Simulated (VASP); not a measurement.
Ge, 2 atoms in the cell. The structure is tetragonal, space group I4_1/amd (No. 141). Conventional cell: a = 5.149 Å, b = 5.149 Å, c = 2.795 Å, α = 90.00°, β = 90.00°, γ = 90.00°. Within 3.5 Å of Ge (site symmetry -4m2) lie 10 Ge at 2.67 to 3.32 Å. 

```yaml
Program: VASP 6.6.1
Task: single point
Functional: PBE
Potentials_or_basis: VASP PAW PBE potentials, release 64 (Ge_d)
Cutoff: 520 eV
k_mesh: 11 × 11 × 11
Occupations: gaussian, width 0.03 eV
Spin: no spin polarisation
Dipole_correction: no
Further_INCAR_settings: ALGO = Normal; EDIFF = 1e-06; NBANDS = 21
```

Potentials or basis: VASP PAW PBE potentials, release 64 (Ge_d).

The run is started by

```sh
$ cat potpaw_PBE.64/Ge_d/POTCAR > POTCAR
$ mpirun -np 1 vasp_std > vasp.out
```

Hardware: 1 thread of Intel(R) Xeon(R) 6975P-C (Granite Rapids), on a shared host.

Problem. Estimate the wall time of this run.

Solution. Wall time 42 s on 1 thread of Intel(R) Xeon(R) 6975P-C (Granite Rapids), with other jobs on the host, peak memory 0.21 GiB. Counts: scf iterations 10, k points 126.
